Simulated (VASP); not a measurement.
Br:

```
Br
1.0
     3.64772    0.00000    0.00000
    -1.82386    3.15901    0.00000
     0.00000    0.00000   11.76460
Br
4
Cartesian
  0.0000 0.0000 0.0000
  0.0000 0.0000 5.8823
  0.0000 2.1060 8.8235
  1.8239 1.0530 2.9412
```

- Program: VASP 6.6.1
- Task: relaxation of cell and atoms
- Functional: PBEsol
- Potentials or basis: VASP PAW PBE potentials, release 64 (Br)
- Cutoff: 600 eV
- k mesh: 6 × 6 × 2
- Occupations: gaussian, width 0.1 eV
- Spin: no spin polarisation

At the start: pressure -5.3 GPa; volume 33.89 Å³/atom.

**Question.** Where does the relaxation end?

**Answer.** Over 26 steps the energy falls by 402.0 meV/atom and the volume is 26.42 Å³/atom (-22.0 %); space group P6_3/mmc (No. 194, to 0.1 Å) before and after.

The path:
| step | energy change (eV) | largest force (eV/Å) | pressure (GPa) | volume (Å³) |
| --- | --- | --- | --- | --- |
| 1 | 0.0000 | 0.0000 | -5.28 | 135.57 |
| 2 | -0.6548 | 0.0000 | -4.44 | 114.81 |
| 3 | -0.9635 | 0.0000 | -1.09 | 98.84 |
| 4 | -0.9718 | 0.0000 | 0.54 | 94.78 |
| 5 | -0.9737 | 0.0000 | -0.01 | 96.04 |
| 6 | -0.9764 | 0.0000 | 0.02 | 96.01 |
| 7 | -0.9856 | 0.0000 | 0.15 | 95.92 |
| 8 | -1.0805 | 0.0000 | 0.31 | 95.64 |
| 9 | -1.2875 | 0.0000 | 1.57 | 94.66 |
| 10 | -1.2993 | 0.0000 | 8.17 | 90.95 |
| 11 | -1.4233 | 0.0000 | 4.17 | 93.10 |
| 12 | -1.4176 | 0.0000 | 5.26 | 92.49 |
| 13 | -1.4213 | 0.0000 | 5.02 | 92.62 |
| 14 | -1.4215 | 0.0000 | 5.03 | 92.62 |
| 15 | -1.4221 | 0.0000 | 5.06 | 92.64 |
| 16 | -1.4233 | 0.0000 | 5.11 | 92.67 |
| 17 | -1.4250 | 0.0000 | 5.20 | 92.72 |
| 18 | -1.4260 | 0.0000 | 5.41 | 92.83 |
| 19 | -1.4283 | 0.0000 | 5.37 | 92.90 |
| 20 | -1.4351 | 0.0000 | 5.25 | 93.11 |
| 21 | -1.4482 | 0.0000 | 5.00 | 93.55 |
| 22 | -1.4727 | 0.0000 | 4.53 | 94.42 |
| 23 | -1.5149 | 0.0000 | 3.65 | 96.18 |
| 24 | -1.5744 | 0.0000 | 2.08 | 99.74 |
| 25 | -1.6062 | 0.0000 | -0.37 | 107.02 |
| 26 | -1.6080 | 0.0000 | 0.00 | 105.69 |

Final structure:
```cif
data_structure
_symmetry_space_group_name_H-M 'P 1'
_symmetry_Int_Tables_number 1
_cell_length_a 3.8442
_cell_length_b 3.8442
_cell_length_c 8.2581
_cell_angle_alpha 90.000
_cell_angle_beta 90.000
_cell_angle_gamma 120.000
_cell_volume 105.69
loop_
_atom_site_label
_atom_site_type_symbol
_atom_site_fract_x
_atom_site_fract_y
_atom_site_fract_z
_atom_site_occupancy
Br1 Br 0.00000 0.00000 0.00000 1
Br2 Br 0.00000 0.00000 0.50000 1
Br3 Br 0.33333 0.66667 0.75000 1
Br4 Br 0.66667 0.33333 0.25000 1
```

Caveat: the volume moved by over 15 % at a fixed basis, so the end points are rough; the PAW data sets were made with another functional, which shifts forces and pressure a little.
